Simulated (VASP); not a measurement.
Input of a VASP 6.6.1 run:

Contents of POSCAR:

```
S
1.0
    0.0000000000      2.8168451281      2.8168451281
    2.8168451281      0.0000000000      2.8168451281
    2.8168451281      2.8168451281      0.0000000000
S
2
Direct
    0.0000000000      0.0000000000      0.0000000000
    0.2500000000      0.2500000000      0.2500000000
```

File INCAR.step1:

```
  ALGO = Normal
  EDIFF = 1E-4
  ENCUT = 520
  GGA = PE
  ISMEAR = -1
  LASPH = T
  LCHARG = F
  LREAL = F
  LWAVE = T
  NBANDS = 13
  NELM = 60
  PREC = Accurate
  SIGMA = 0.1
```

INCAR.step2

```
  ALGO = Normal
  EDIFF = 1E-7
  ENCUT = 520
  ISIF = 2
  ISMEAR = -1
  ISTART = 1
  LASPH = T
  LCHARG = F
  LMIXTAU = T
  LREAL = F
  LWAVE = F
  METAGGA = R2SCAN
  NBANDS = 13
  NELM = 60
  PREC = Accurate
  SIGMA = 0.1
```

The input KPOINTS:

```
k-points
0
Gamma
  10 10 10
```

Potentials or basis: VASP PAW PBE potentials, release 64 (S).

Run with:

```console
$ cat potpaw_PBE.64/S/POTCAR > POTCAR
$ cp INCAR.step1 INCAR
$ mpirun -np 1 vasp_std > vasp.out
$ cp INCAR.step2 INCAR
$ mpirun -np 1 vasp_std > vasp.out
```

(1) Estimate the pressure.

(2) Estimate the band gap on the k mesh.

## Answers

(1) 3.4 GPa.

(2) zero (bands 6 and 7 overlap by 1.53 eV).

Caveat: the cell stands under pressure; the PAW data sets were made with another functional, which shifts forces and pressure a little.
